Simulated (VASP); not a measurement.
# B2Pd in VASP: notebook

The runs below take B2Pd through single point, relaxation of cell and atoms, with PBE.

Program: VASP 6.6.1. These are calculated values, not measurements. Logs are shortened: lines on timing, memory, paths and dates and some standing lists are left out, and cuts for length are marked.

## (1) The cell of the first run

The structure is hexagonal, space group P6/mmm (No. 191). The conventional cell has a = 3.036 Å, b = 3.036 Å, c = 3.607 Å, α = 90.00°, β = 90.00°, γ = 120.00°. Within 2.3 Å of B (site symmetry -6m2) lie 3 B at 1.75 Å. Within 3.3 Å of Pd (site symmetry 6/mmm) lie 12 B at 2.52 Å and 6 Pd at 3.04 Å.

## (2) Single point, PBE, non-collinear spin, typed start, spin-orbit coupling

INCAR reads:

```
SYSTEM = B2Pd
ALGO     = Normal         ! electronic algorithm
EDIFF    = 1E-6           ! SCF threshold, eV
ENCUT    = 520            ! plane-wave cutoff, eV
GGA      = PE             ! functional
GGA_COMPAT= .FALSE.      
ISIF     = 2              ! what is computed and relaxed
ISMEAR   = -1             ! smearing method
LASPH    = .TRUE.         ! aspherical terms in the spheres
LCHARG   = .FALSE.        ! write CHGCAR
LMAXMIX  = 4              ! l up to which the mixer works
LORBIT   = 11             ! projections on sites
LORBMOM  = .TRUE.       
LREAL    = .FALSE.        ! projectors in reciprocal space
LSORBIT  = .TRUE.         ! spin-orbit coupling
LWAVE    = .FALSE.        ! write WAVECAR
MAGMOM   = 0 0 0 0 0 0 0 0 1 ! initial moments
NBANDS   = 29             ! bands
NELM     = 150            ! most SCF steps
PREC     = Accurate       ! precision mode
SIGMA    = 0.1271         ! smearing width, eV
```

KPOINTS reads:

```
k-points
0
G
  7 7 5
  0 0 0
```

POSCAR reads:

```
B2Pd
1.0
    3.0363316701     -0.0000002940      0.0000000000
   -1.5181655804      2.6295405076      0.0000000000
    0.0000000000      0.0000000000      3.6071434121
B Pd
2 1
Direct
    0.3333333333      0.6666666667      0.5000000000
    0.6666666667      0.3333333333      0.5000000000
    0.0000000000      0.0000000000      0.0000000000
```

Potentials or basis: VASP PAW PBE potentials, release 64 (B, Pd).

On the command line:

```console
$ cat potpaw_PBE.64/B/POTCAR potpaw_PBE.64/Pd/POTCAR > POTCAR
$ mpirun -np 1 vasp_ncl > vasp.out
```

OUTCAR:

```text
SYSTEM = B2Pd
   EDIFF = 1E-6
   ENCUT = 520
   GGA = PE
   ISIF = 2
   ISMEAR = -1
   LASPH = .TRUE.
   LORBIT = 11
   LREAL = .FALSE.
   LSORBIT = .TRUE.
   NELM = 150
   PREC = Accurate

 ion  position               nearest neighbor table
   1  0.333  0.667  0.500-   2 1.75   2 1.75   2 1.75   3 2.52   3 2.52   3 2.52   3 2.52   3 2.52
                             3 2.52
   2  0.667  0.333  0.500-   1 1.75   1 1.75   1 1.75   3 2.52   3 2.52   3 2.52   3 2.52   3 2.52
                             3 2.52
   3  0.000  0.000  0.000-   1 2.52   2 2.52   1 2.52   2 2.52   1 2.52   1 2.52   2 2.52   2 2.52
                             2 2.52   2 2.52   1 2.52   1 2.52

  LATTYP: Found a hexagonal cell.
 ALAT       =     3.0363316701
 C/A-ratio  =     1.1879938702

  Lattice vectors:

 A1 = (   3.0363316701,  -0.0000002940,   0.0000000000)
 A2 = (  -1.5181655804,   2.6295405076,   0.0000000000)
 A3 = (   0.0000000000,   0.0000000000,   3.6071434121)

Analysis of symmetry for initial positions (statically):
=====================================================================
 Subroutine PRICEL returns:
 Original cell was already a primitive cell.

 Routine SETGRP: Setting up the symmetry group for a
 hexagonal supercell.

 Subroutine GETGRP returns: Found 24 space group operations
 (whereof 24 operations were pure point group operations)
 out of a pool of 24 trial point group operations.

The static configuration has the point symmetry D_6h.

Analysis of symmetry for dynamics (positions and initial velocities):
=====================================================================
 Subroutine PRICEL returns:
 Original cell was already a primitive cell.

 Routine SETGRP: Setting up the symmetry group for a
 hexagonal supercell.

 Subroutine GETGRP returns: Found 24 space group operations
 (whereof 24 operations were pure point group operations)
 out of a pool of 24 trial point group operations.

The dynamic configuration has the point symmetry D_6h.

Analysis of structural, dynamic, and magnetic symmetry:
=====================================================================
 Subroutine PRICEL returns:
 Original cell was already a primitive cell.

 Routine SETGRP: Setting up the symmetry group for a
 hexagonal supercell.

 Subroutine GETGRP returns: Found 12 space group operations
 (whereof 12 operations were pure point group operations)
[... 933 lines left out ...]
      0.00000      1.75303      1.80357         0.000000     -0.000000      0.000000
      1.51817      0.87651      1.80357        -0.000000      0.000000     -0.000000
      0.00000      0.00000      0.00000         0.000000     -0.000000     -0.000000
 -----------------------------------------------------------------------------------
    total drift:                               -0.000000      0.000000     -0.000000

  FREE ENERGIE OF THE ION-ELECTRON SYSTEM (eV)
  ---------------------------------------------------
  free  energy   TOTEN  =       -17.7884562568 eV

  energy  without entropy=      -17.6923660988  energy(sigma->0) =      -17.74041118

 orbital moment (x)

 # of ion     p       d       tot
 ----------------------------------------
  1        -0.000   0.000  -0.000
  2         0.000   0.000   0.000
  3        -0.000   0.000   0.000
 ----------------------------------------
           -0.000   0.000  -0.000

 orbital moment (y)

 # of ion     p       d       tot
 ----------------------------------------
  1        -0.000   0.000  -0.000
  2         0.000   0.000   0.000
  3         0.000  -0.000  -0.000
 ----------------------------------------
            0.000  -0.000   0.000

 orbital moment (z)

 # of ion     p       d       tot
 ----------------------------------------
  1         0.000   0.000   0.000
  2         0.000   0.000   0.000
  3        -0.000  -0.000  -0.000
 ----------------------------------------
            0.000  -0.000  -0.000

 Spin-Orbit-Coupling matrix elements

 Ion:    1  E_soc:      0.0000492
 l=   1
     0.0000000     0.0000040     0.0000166
     0.0000040     0.0000000     0.0000040
     0.0000166     0.0000040     0.0000000
 l=   2
     0.0000000     0.0000000     0.0000000     0.0000000     0.0000000
     0.0000000     0.0000000     0.0000000     0.0000000     0.0000000
     0.0000000     0.0000000     0.0000000     0.0000000     0.0000000
     0.0000000     0.0000000     0.0000000     0.0000000     0.0000000
     0.0000000     0.0000000     0.0000000     0.0000000     0.0000000
 l=   3
     0.0000000     0.0000000     0.0000000     0.0000000     0.0000000     0.0000000     0.0000000
     0.0000000     0.0000000     0.0000000     0.0000000     0.0000000     0.0000000     0.0000000
     0.0000000     0.0000000     0.0000000     0.0000000     0.0000000     0.0000000     0.0000000
     0.0000000     0.0000000     0.0000000     0.0000000     0.0000000     0.0000000     0.0000000
[... 29 lines left out ...]
 l=   2
     0.0000000    -0.0030420     0.0000000    -0.0030420    -0.0078471
    -0.0030420     0.0000000    -0.0066887    -0.0058225    -0.0030420
     0.0000000    -0.0066887     0.0000000    -0.0066887     0.0000000
    -0.0030420    -0.0058225    -0.0066887     0.0000000    -0.0030420
    -0.0078471    -0.0030420     0.0000000    -0.0030420     0.0000000
 l=   3
     0.0000000     0.0000000     0.0000000     0.0000000     0.0000000     0.0000000     0.0000000
     0.0000000     0.0000000     0.0000000     0.0000000     0.0000000     0.0000000     0.0000000
     0.0000000     0.0000000     0.0000000     0.0000000     0.0000000     0.0000000     0.0000000
     0.0000000     0.0000000     0.0000000     0.0000000     0.0000000     0.0000000     0.0000000
     0.0000000     0.0000000     0.0000000     0.0000000     0.0000000     0.0000000     0.0000000
     0.0000000     0.0000000     0.0000000     0.0000000     0.0000000     0.0000000     0.0000000
     0.0000000     0.0000000     0.0000000     0.0000000     0.0000000     0.0000000     0.0000000

 total charge

# of ion       s       p       d       tot
------------------------------------------
    1        0.701   1.167   0.000   1.867
    2        0.701   1.167   0.000   1.867
    3        0.374   0.499   8.546   9.418
--------------------------------------------------
tot          1.775   2.832   8.546  13.153

 magnetization (x)

# of ion       s       p       d       tot
------------------------------------------
    1        0.000   0.000   0.000   0.000
    2        0.000  -0.000   0.000  -0.000
    3        0.000   0.000   0.000   0.000
--------------------------------------------------
tot          0.000   0.000   0.000   0.000

 magnetization (y)

# of ion       s       p       d       tot
------------------------------------------
    1        0.000   0.000   0.000   0.000
    2        0.000   0.000   0.000   0.000
    3       -0.000   0.000   0.000   0.000
--------------------------------------------------
tot         -0.000   0.000   0.000   0.000

 magnetization (z)

# of ion       s       p       d       tot
------------------------------------------
    1        0.000   0.000   0.000   0.000
    2        0.000   0.000   0.000   0.000
    3       -0.000  -0.000  -0.000  -0.000
--------------------------------------------------
tot         -0.000   0.000  -0.000  -0.000
```

stdout:

```text
POSCAR found type information on POSCAR B Pd
 POSCAR found :  2 types and       3 ions
 scaLAPACK will be used
 LDA part: xc-table for (Slater+PW92), standard interpolation
 POSCAR, INCAR and KPOINTS ok, starting setup
 FFT: planning ... GRIDC
 FFT: planning ... GRID_SOFT
 FFT: planning ... GRID
 WAVECAR not read
 entering main loop
```

It took 32 s on 1 thread of Intel Xeon Platinum 8488C (Sapphire Rapids), shared host; peak memory 0.22 GiB.

Results:

| Property | Result |
| --- | --- |
| Free energy | -17.7885 eV |
| Pressure | 0.0 GPa |
| Net moment | 0.00 μB per cell |
| Valence electrons inside the program's atomic spheres | B 1.87; Pd 9.42 |

Moments on the atoms (μB; x, y, z):
```
B   0.00 0.00 0.00
B   0.00 0.00 0.00
Pd  0.00 0.00 0.00
```

## (3) Relaxation of cell and atoms, PBE, non-collinear spin, typed start, spin-orbit coupling

This run uses another cell than the first one, of 8.83 Å³/atom, 0.920 times its volume.

INCAR reads:

```
  PREC = Accurate
  ENCUT = 600
  EDIFF = 1E-6
  ISMEAR = -1
  SIGMA = 0.1271
  LREAL = False
  LASPH = True
  NELM = 150
  ALGO = Normal
  ISIF = 3
  LWAVE = False
  LCHARG = False
  LNONCOLLINEAR = True
  MAGMOM = 0 0 0 0 0 0 0 0 1
  LORBIT = 11
  LSORBIT = True
  GGA_COMPAT = False
  LORBMOM = True
  LMAXMIX = 4
  GGA = PE
  IBRION = 2
  NSW = 80
  EDIFFG = -0.03
```

KPOINTS reads:

```
Automatic mesh
0
Gamma
  7 7 5
```

POSCAR reads:

```
B2Pd
1.0
    3.0107347900      0.0000000000      0.0000000000
   -1.5053668900      2.6073732900      0.0000000000
    0.0000000000      0.0000000000      3.3750916500
B Pd
2 1
Direct
    0.3333000000      0.6667000000      0.5000000000
    0.6666000000      0.3333000000      0.5000000000
    0.0000000000      0.0000000000      0.0000000000
```

Potentials or basis: VASP PAW PBE potentials, release 64 (B, Pd).

On the command line:

```console
$ cat potpaw_PBE.64/B/POTCAR potpaw_PBE.64/Pd/POTCAR > POTCAR
$ mpirun -np 1 vasp_ncl > vasp.out
```

OUTCAR:

```text
PREC = Accurate
   ENCUT = 600
   EDIFF = 1E-6
   ISMEAR = -1
   LREAL = False
   LASPH = True
   NELM = 150
   ISIF = 3
   LNONCOLLINEAR = True
   LORBIT = 11
   LSORBIT = True
   GGA = PE
   IBRION = 2
   NSW = 80
   EDIFFG = -0.03

 ion  position               nearest neighbor table
   1  0.333  0.667  0.500-   2 1.74   2 1.74   2 1.74   3 2.42   3 2.42   3 2.42   3 2.42   3 2.42
                             3 2.42
   2  0.667  0.333  0.500-   1 1.74   1 1.74   1 1.74   3 2.42   3 2.42   3 2.42   3 2.42   3 2.42
                             3 2.42
   3  0.000  0.000  0.000-   1 2.42   1 2.42   2 2.42   2 2.42   2 2.42   2 2.42   1 2.42   1 2.42
                             1 2.42   1 2.42   2 2.42   2 2.42

  LATTYP: Found a hexagonal cell.
 ALAT       =     3.0107347900
 C/A-ratio  =     1.1210192479

  Lattice vectors:

 A1 = (   3.0107347900,   0.0000000000,   0.0000000000)
 A2 = (  -1.5053668900,   2.6073732900,   0.0000000000)
 A3 = (   0.0000000000,   0.0000000000,   3.3750916500)

Analysis of symmetry for initial positions (statically):
[... 1893 lines left out ...]
     0.0000000     0.0000000     0.0000000     0.0000000     0.0000000
     0.0000000     0.0000000     0.0000000     0.0000000     0.0000000
 l=   3
     0.0000000     0.0000000     0.0000000     0.0000000     0.0000000     0.0000000     0.0000000
     0.0000000     0.0000000     0.0000000     0.0000000     0.0000000     0.0000000     0.0000000
     0.0000000     0.0000000     0.0000000     0.0000000     0.0000000     0.0000000     0.0000000
     0.0000000     0.0000000     0.0000000     0.0000000     0.0000000     0.0000000     0.0000000
[... 29 lines left out ...]
 l=   2
     0.0000000    -0.0030373     0.0000000    -0.0030385    -0.0078453
    -0.0030373     0.0000000    -0.0066848    -0.0058208    -0.0030377
     0.0000000    -0.0066848     0.0000000    -0.0066866     0.0000000
    -0.0030385    -0.0058208    -0.0066866     0.0000000    -0.0030375
    -0.0078453    -0.0030377     0.0000000    -0.0030375     0.0000000
 l=   3
     0.0000000     0.0000000     0.0000000     0.0000000     0.0000000     0.0000000     0.0000000
     0.0000000     0.0000000     0.0000000     0.0000000     0.0000000     0.0000000     0.0000000
     0.0000000     0.0000000     0.0000000     0.0000000     0.0000000     0.0000000     0.0000000
     0.0000000     0.0000000     0.0000000     0.0000000     0.0000000     0.0000000     0.0000000
     0.0000000     0.0000000     0.0000000     0.0000000     0.0000000     0.0000000     0.0000000
     0.0000000     0.0000000     0.0000000     0.0000000     0.0000000     0.0000000     0.0000000
     0.0000000     0.0000000     0.0000000     0.0000000     0.0000000     0.0000000     0.0000000

 total charge

# of ion       s       p       d       tot
------------------------------------------
    1        0.701   1.169   0.000   1.870
    2        0.701   1.169   0.000   1.870
    3        0.375   0.501   8.548   9.423
--------------------------------------------------
tot          1.776   2.840   8.548  13.163

 magnetization (x)

# of ion       s       p       d       tot
------------------------------------------
    1        0.000   0.000   0.000   0.000
    2        0.000   0.000   0.000   0.000
    3        0.000   0.000   0.000   0.000
--------------------------------------------------
tot          0.000   0.000   0.000   0.000

 magnetization (y)

# of ion       s       p       d       tot
------------------------------------------
    1        0.000   0.000   0.000   0.000
    2        0.000   0.000   0.000   0.000
    3        0.000   0.000   0.000   0.000
--------------------------------------------------
tot          0.000   0.000   0.000   0.000

 magnetization (z)

# of ion       s       p       d       tot
------------------------------------------
    1        0.000   0.000   0.000   0.000
    2       -0.000   0.000   0.000   0.000
    3       -0.000   0.000  -0.000  -0.000
--------------------------------------------------
tot         -0.000   0.000  -0.000  -0.000
```

OSZICAR:

```text
N       E                     dE             d eps       ncg     rms          rms(c)
DAV:   1     0.861050851231E+02    0.86105E+02   -0.82420E+03  7644   0.132E+03
DAV:   2    -0.169262633356E+02   -0.10303E+03   -0.95245E+02  8602   0.287E+02
[... 51 lines left out ...]
       N       E                     dE             d eps       ncg     rms          rms(c)
DAV:   1    -0.177879708507E+02   -0.51144E-04   -0.32367E-03  8102   0.470E-01    0.422E-02
DAV:   2    -0.177879406438E+02    0.30207E-04   -0.31535E-05  8888   0.691E-02    0.243E-02
DAV:   3    -0.177879313762E+02    0.92675E-05   -0.10888E-05  8208   0.425E-02    0.101E-02
DAV:   4    -0.177879291338E+02    0.22425E-05   -0.47010E-06  8554   0.288E-02    0.490E-03
DAV:   5    -0.177879291726E+02   -0.38850E-07   -0.30300E-07  3966   0.552E-03
   6 F= -.17787929E+02 E0= -.17739894E+02  d E =-.218439E-01  mag=     0.0000    -0.0000     0.0000
```

It took 9.1 min on 1 thread of Intel Xeon Platinum 8488C (Sapphire Rapids), shared host; peak memory 0.35 GiB.

Results:

| Item | Value |
| --- | --- |
| Free energy | -17.7879 eV |
| Relaxed volume | 9.58 Å³/atom |
| Relaxed cell | a = 3.034 Å, b = 3.035 Å, c = 3.603 Å, α = 90.00°, β = 90.00°, γ = 120.00° |
| Space group after relaxing (to 0.05 Å) | P6/mmm (No. 191) |
| Energy gained by relaxing | 41.2 meV/atom |
| Ionic steps | 6 |
| Pressure after relaxing | 0.4 GPa |
| Net moment | 0.00 μB per cell |
| Valence electrons inside the program's atomic spheres | B 1.87; Pd 9.42 |

Stress tensor (GPa, compression positive):
```
0.40 0.00 0.00
0.00 0.41 0.00
0.00 0.00 0.33
```

The path:
```
step  energy change (eV)  largest force (eV/Å)  pressure (GPa)  volume (Å³)
   1              0.0000                0.0002           17.18        26.49
   2             -0.0378                0.0007          -11.22        30.29
   3             -0.1017                0.0005           -0.36        28.51
   4             -0.1143                0.0008           -0.16        28.60
   5             -0.1236                0.0011            0.42        28.74
   6             -0.1236                0.0011            0.38        28.73
```

Final structure:
```
B Pd
1.0
     3.03440    0.00000    0.00000
    -1.51720    2.62809    0.00000
     0.00000    0.00000    3.60310
B Pd
2 1
Direct
  0.33331 0.66672 0.50000
  0.66658 0.33328 0.50000
  0.00001 0.00000 0.00000
```

Moments on the atoms (μB; x, y, z):
```
B   0.00 0.00 0.00
B   0.00 0.00 0.00
Pd  0.00 0.00 0.00
```

Caveat: the k points lie up to 0.35 Å⁻¹ apart in the final cell.
